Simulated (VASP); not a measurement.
# Pb (P6_3/mmc) in VASP: a series of runs

Pb is run at these levels: LDA; tasks: relaxation of cell and atoms.

All numbers are computed with VASP 6.6.1; they aren't measurements. Logs are shortened: lines on timing, memory, paths and dates and some standing lists are left out, and cuts for length are marked.

## 1. The cell of the first run

It takes space group P6_3/mmc (No. 194, hexagonal). The conventional cell has a = 3.419 Å, b = 3.419 Å, c = 5.711 Å, α = 90.00°, β = 90.00°, γ = 120.00°. Pb (site symmetry -6m2) has 12 Pb at 3.42 to 3.47 Å within 4.5 Å.

This isn't the form of Pb at room conditions, which is fcc.

## 2. Relaxation of cell and atoms, LDA, target pressure 7 GPa, at which the enthalpy is minimised

INCAR

```
SYSTEM = Pb
PREC = Accurate
ENCUT = 600
EDIFF = 1E-6
ISMEAR = -1
SIGMA = 0.08
LREAL = .FALSE.
LASPH = .TRUE.
NELM = 60
ALGO = Normal
ISIF = 3
LWAVE = .FALSE.
LCHARG = .FALSE.
GGA = CA
IBRION = 2
NSW = 100
EDIFFG = -0.002
PSTRESS = 70.0
```

KPOINTS

```
Automatic mesh
0
G
  16 16 10
  0 0 0
```

POSCAR

```
Pb
1.0
    3.4190659614      0.0000000000      0.0000000000
   -1.7095329807      2.9609979798      0.0000000000
    0.0000000000      0.0000000000      5.7111877102
Pb
2
Direct
    0.3333333333      0.6666666667      0.2500000000
    0.6666666667      0.3333333333      0.7500000000
```

Potentials or basis: VASP PAW LDA potentials, release 64 (Pb_d).

On the command line:

```
$ cat potpaw_LDA.64/Pb_d/POTCAR > POTCAR
$ mpirun -np 1 vasp_std > vasp.out
```

OUTCAR:

```text
SYSTEM = Pb
   PREC = Accurate
   ENCUT = 600
   EDIFF = 1E-6
   ISMEAR = -1
   LREAL = .FALSE.
   LASPH = .TRUE.
   NELM = 60
   ISIF = 3
   GGA = CA
   IBRION = 2
   NSW = 100
   EDIFFG = -0.002
   PSTRESS = 70.0

 ion  position               nearest neighbor table
   1  0.333  0.667  0.250-   2 3.47   2 3.47   2 3.47   2 3.47   2 3.47   2 3.47
   2  0.667  0.333  0.750-   1 3.47   1 3.47   1 3.47   1 3.47   1 3.47   1 3.47

  LATTYP: Found a hexagonal cell.
 ALAT       =     3.4190659614
 C/A-ratio  =     1.6703941295

  Lattice vectors:

 A1 = (   3.4190659614,   0.0000000000,   0.0000000000)
 A2 = (  -1.7095329807,   2.9609979798,   0.0000000000)
 A3 = (   0.0000000000,   0.0000000000,   5.7111877102)

Analysis of symmetry for initial positions (statically):
=====================================================================
 Subroutine PRICEL returns:
 Original cell was already a primitive cell.

 Routine SETGRP: Setting up the symmetry group for a
 hexagonal supercell.

 Subroutine GETGRP returns: Found 24 space group operations
 (whereof 12 operations were pure point group operations)
 out of a pool of 24 trial point group operations.

The static configuration has the point symmetry D_3d.
 The point group associated with its full space group is D_6h.

Analysis of symmetry for dynamics (positions and initial velocities):
=====================================================================
 Subroutine PRICEL returns:
 Original cell was already a primitive cell.

 Routine SETGRP: Setting up the symmetry group for a
 hexagonal supercell.

 Subroutine GETGRP returns: Found 24 space group operations
 (whereof 12 operations were pure point group operations)
 out of a pool of 24 trial point group operations.

The dynamic configuration has the point symmetry D_3d.
 The point group associated with its full space group is D_6h.

 Subroutine INISYM returns: Found 24 space group operations
 (whereof 12 operations are pure point group operations),
 and found     1 'primitive' translations

----------------------------------------------------------------------------------------

                                     Primitive cell

  volume of cell :      57.8192

  direct lattice vectors                    reciprocal lattice vectors
     3.419065961  0.000000000  0.000000000     0.292477540  0.168861986  0.000000000
    -1.709532981  2.960997980  0.000000000     0.000000000  0.337723972  0.000000000
     0.000000000  0.000000000  5.711187710     0.000000000  0.000000000  0.175094928

  length of vectors
     3.419065961  3.419065961  5.711187710     0.337723972  0.337723972  0.175094928

  position of ions in fractional coordinates (direct lattice)
     0.333333333  0.666666667  0.250000000
     0.666666667  0.333333333  0.750000000

  ion indices of the primitive-cell ions
   primitive index   ion index
                 1           1
                 2           2

----------------------------------------------------------------------------------------

 KPOINTS: Automatic mesh

Automatic generation of k-mesh.
 Grid dimensions read from file:
 generate k-points for:   16   16   10

 Generating k-lattice:

  Cartesian coordinates                     Fractional coordinates (reciprocal lattice)
     0.018279846  0.010553874  0.000000000     0.062500000 -0.000000000  0.000000000
     0.000000000  0.021107748  0.000000000     0.000000000  0.062500000  0.000000000
     0.000000000  0.000000000  0.017509493     0.000000000  0.000000000  0.100000000

  Length of vectors
     0.021107748  0.021107748  0.017509493

  Shift w.r.t. Gamma in fractional coordinates (k-lattice)
     0.000000000  0.000000000  0.000000000

 Subroutine IBZKPT returns following result:
 ===========================================

 Found    180 irreducible k-points:

 Following reciprocal coordinates:
            Coordinates               Weight
  0.000000  0.000000  0.000000      1.000000
  0.062500 -0.000000  0.000000      6.000000
  0.125000 -0.000000  0.000000      6.000000
  0.187500  0.000000  0.000000      6.000000
  0.250000 -0.000000  0.000000      6.000000
  0.312500  0.000000  0.000000      6.000000
[... 16 lines left out ...]
  0.187500  0.187500  0.000000      6.000000
  0.250000  0.187500  0.000000     12.000000
 [... further k-points ...]
   k-points           NKPTS =    180   k-points in BZ     NKDIM =    180   number of bands    NBANDS=     18
   number of dos      NEDOS =    301   number of ions     NIONS =      2
   total plane-waves  NPLWV =  37632
   dimension x,y,z NGX =    28 NGY =   28 NGZ =   48
   dimension x,y,z NGXF=    56 NGYF=   56 NGZF=   96
   ions per type =               2
   NGX,Y,Z   is equivalent  to a cutoff of  13.61, 13.61, 13.97 a.u.
   NGXF,Y,Z  is equivalent  to a cutoff of  27.23, 27.23, 27.94 a.u.
 SYSTEM =  Pb
   PREC   = accura    normal or accurate (medium, high low for compatibility)
   ISTART =      0    job   : 0-new  1-cont  2-samecut
   ICHARG =      2    charge: 1-file 2-atom 10-const
   ISPIN  =      1    spin polarized calculation?
   LNONCOLLINEAR =      F non collinear calculations
   LSORBIT =      F    spin-orbit coupling
   LASPH  =      T    aspherical Exc in radial PAW
   ENCUT  =  600.0 eV  44.10 Ry    6.64 a.u.   6.83  6.83 11.41*2*pi/ulx,y,z
   NELM   =     60;   NELMIN=  2; NELMDL= -5     # of ELM steps
   EDIFF  = 0.1E-05   stopping-criterion for ELM
   LREAL  =      F    real-space projection
   EDIFFG = -.2E-02   stopping-criterion for IOM
   NSW    =    100    number of steps for IOM
   IBRION =      2    ionic relax: 0-MD 1-quasi-New 2-CG
   NFREE  =      1    steps in history (QN), initial steepest desc. (CG)
   ISIF   =      3    stress and relaxation
   ISYM   =      2    0-nonsym 1-usesym 2-fastsym
   POTIM  = 0.5000    time-step for ionic-motion
   TEBEG  =    0.0;   TEEND  =   0.0 temperature during run
   PSTRESS=   70.0 pullay stress
   NELECT =      28.0000    total number of electrons
   NUPDOWN=      -1.0000    fix difference up-down
   EMIN   =  10.00;   EMAX   =-10.00  energy-range for DOS
   EFERMI =   0.00;   METHOD = LEGACY
   ISMEAR =    -1;   SIGMA  =   0.08  broadening in eV -4-tet -1-fermi 0-gaus
   EFERMI_NEDOS =   21; number of points for ismear=-14 and -15
   IALGO  =     38    algorithm
   IMIX   =      4    mixing-type and parameters
     AMIX     =   0.40;   BMIX     =  1.00
     AMIX_MAG =   1.60;   BMIX_MAG =  1.00
  volume/ion in A,a.u.               =      28.91       195.09
  Fermi-wavevector in a.u.,A,eV,Ry     =   1.285593  2.429419 22.487020  1.652749
  Thomas-Fermi vector in A             =   2.417718
   LORBIT       =      0    0 simple, 1 ext, 2 COOP (PROOUT), +10 PAW based schemes
   GGA     = CA    functional components
   LHFCALC =     F    Hartree Fock is set to
   AEXX    =    0.0000 exact exchange contribution
   IVDW    =     0    specifies the selected vdW correction
   LEPSILON=     F    determine dielectric tensor
   LRPA    =     F    only Hartree local field effects (RPA)
 conjugate gradient relaxation of ions
 non-spin polarized calculation
  energy-cutoff  :      600.00
  volume of cell :       57.82
 maximum number of plane-waves:      1953
 NGX is ok and might be reduce to    28
   NGX = 13   NGY = 13   NGZ = 23

--------------------------------------- Ionic step        1  -------------------------------------------

 number of electron      28.0000004 magnetization

 Free energy of the ion-electron system (eV)
  ---------------------------------------------------
  ext. energy  EPLUGINS =         0.00000000
  ---------------------------------------------------
  free energy    TOTEN  =        -8.49868895 eV

  energy without entropy =       -8.47683897  energy(sigma->0) =       -8.48776396

------------------------ aborting loop because EDIFF is reached ----------------------------------------

  FORCE on cell =-STRESS in cart. coord.  units (eV):
  Direction    XX          YY          ZZ          XY          YZ          ZX
  --------------------------------------------------------------------------------------
  -------------------------------------------------------------------------------------
  Total        0.0466237      0.0466237      0.0600405      0.0000000      0.0000000      0.0000000
  in kB        1.2919488      1.2919488      1.6637306      0.0000000      0.0000000      0.0000000
  external PRESSURE =     -68.5841239 kB  Pullay stress =      70.0000000 kB
[... 93 lines left out ...]
  FREE ENERGIE OF THE ION-ELECTRON SYSTEM (eV)
  ---------------------------------------------------
  free  energy   TOTEN  =        -8.3883905024 eV

  energy  without entropy=       -8.3702337200  energy(sigma->0) =       -8.37931211

  enthalpy is  TOTEN    =        -6.1035421899 eV   P V=        2.2848483125

[... ionic steps 4 to 12 ...]

--------------------------------------- Ionic step       13  -------------------------------------------

 number of electron      28.0000002 magnetization

------------------------ aborting loop because EDIFF is reached ----------------------------------------

  FORCE on cell =-STRESS in cart. coord.  units (eV):
  Direction    XX          YY          ZZ          XY          YZ          ZX
  --------------------------------------------------------------------------------------
  -------------------------------------------------------------------------------------
  Total        2.2748053      2.2748053      2.2679845      0.0000000      0.0000000     -0.0000000
  in kB       69.7569323     69.7569323     69.5477727      0.0000000      0.0000000     -0.0000000
  external PRESSURE =      -0.3127876 kB  Pullay stress =      70.0000000 kB
[... 61 lines left out ...]
  enthalpy is  TOTEN    =        -6.1035696091 eV   P V=        2.2823689313

--------------------------------------- Ionic step       15  -------------------------------------------

 number of electron      28.0000002 magnetization

 Free energy of the ion-electron system (eV)
  ---------------------------------------------------
  ext. energy  EPLUGINS =         0.00000000
  ---------------------------------------------------
  free energy    TOTEN  =        -8.38551606 eV

  energy without entropy =       -8.36727644  energy(sigma->0) =       -8.37639625

 E-fermi :   8.7982     XC(G=0): -11.1910

 val. band max:        8.7685913361   @ k =   0.2500   0.2500   0.5000
 cond. band min:       8.8135103670   @ k =   0.2500  -0.0000   0.0000
 fundamental gap:      0.0449190309
 Fermi energy:         8.7982182960

 k-point     1 :       0.0000    0.0000    0.0000
  band No.  band energies     occupation
      1      -8.4390      2.00000
      2      -8.3711      2.00000
      3      -8.3310      2.00000
      4      -8.3310      2.00000
      5      -8.2986      2.00000
      6      -8.2986      2.00000
[... 10 lines left out ...]
     17      17.5498      0.00000
     18      17.5498      0.00000
[... 466 lines left out ...]
      2      -8.4029      2.00000
      3      -8.3518      2.00000
      4      -8.2955      2.00000
      5      -8.2022      2.00000
      6      -8.1448      2.00000
[... 10 lines left out ...]
     17      12.5575      0.00000
     18      12.9339      0.00000

 [... further k-points ...]

------------------------ aborting loop because EDIFF is reached ----------------------------------------

  FORCE on cell =-STRESS in cart. coord.  units (eV):
  Direction    XX          YY          ZZ          XY          YZ          ZX
  --------------------------------------------------------------------------------------
  -------------------------------------------------------------------------------------
  Total        2.2788971      2.2788971      2.2813882      0.0000000      0.0000000      0.0000000
  in kB       69.9064451     69.9064451     69.9828617      0.0000000      0.0000000      0.0000000
  external PRESSURE =      -0.0680827 kB  Pullay stress =      70.0000000 kB
[... 17 lines left out ...]
  FREE ENERGIE OF THE ION-ELECTRON SYSTEM (eV)
  ---------------------------------------------------
  free  energy   TOTEN  =        -8.3855160561 eV

  energy  without entropy=       -8.3672764413  energy(sigma->0) =       -8.37639625

  enthalpy is  TOTEN    =        -6.1035691206 eV   P V=        2.2819469355

 reached required accuracy - stopping structural energy minimisation
```

Wall time 24 min (1 thread of AMD EPYC 7R13, shared host); peak memory 0.28 GiB.

What came out:

```yaml
Free_energy: -8.3855 eV
Relaxed_volume: 26.11 Å³/atom
Relaxed_cell: a = 3.306 Å, b = 3.306 Å, c = 5.517 Å, α = 90.00°, β = 90.00°, γ = 120.00°
Space_group_after_relaxing_to_0.1_Å: P6_3/mmc (No. 194)
Energy_change_on_relaxing_the_run_minimises_the_enthalpy: +56.6 meV/atom
Ionic_steps: 15
Pressure_after_relaxing: 7.0 GPa
Band_gap_on_the_k_mesh: zero (bands 14 and 15 overlap by 8.73 eV)
```

The path:
```
step  energy change (eV)  largest force (eV/Å)  pressure (GPa)  volume (Å³)
   1              0.0000                0.0000            0.14        57.82
   2              0.3968                0.0000           15.46        48.07
   3              0.1103                0.0000            6.90        52.30
   4              0.1150                0.0000            7.07        52.19
   5              0.1116                0.0000            6.96        52.27
   6              0.1125                0.0000            6.96        52.24
   7              0.1131                0.0000            6.99        52.23
   8              0.1131                0.0000            7.02        52.23
   9              0.1128                0.0000            7.00        52.24
  10              0.1127                0.0000            7.02        52.24
  11              0.1126                0.0000            7.02        52.24
  12              0.1124                0.0000            6.98        52.25
  13              0.1124                0.0000            6.97        52.25
  14              0.1128                0.0000            6.98        52.24
  15              0.1132                0.0000            6.99        52.23
```

Final structure:
```cif
data_structure
_symmetry_space_group_name_H-M 'P 1'
_symmetry_Int_Tables_number 1
_cell_length_a 3.3062
_cell_length_b 3.3062
_cell_length_c 5.5173
_cell_angle_alpha 90.000
_cell_angle_beta 90.000
_cell_angle_gamma 120.000
_cell_volume 52.23
loop_
_atom_site_label
_atom_site_type_symbol
_atom_site_fract_x
_atom_site_fract_y
_atom_site_fract_z
_atom_site_occupancy
Pb1 Pb 0.33333 0.66667 0.25000 1
Pb2 Pb 0.66667 0.33333 0.75000 1
```

Caveat: the cell is relaxed towards a set pressure, so the run minimises the enthalpy, not the energy; spin-orbit coupling is left out, which moves the levels of the heavy elements. LDA usually gives volumes a few per cent too small.

[end of part 1 of 2]
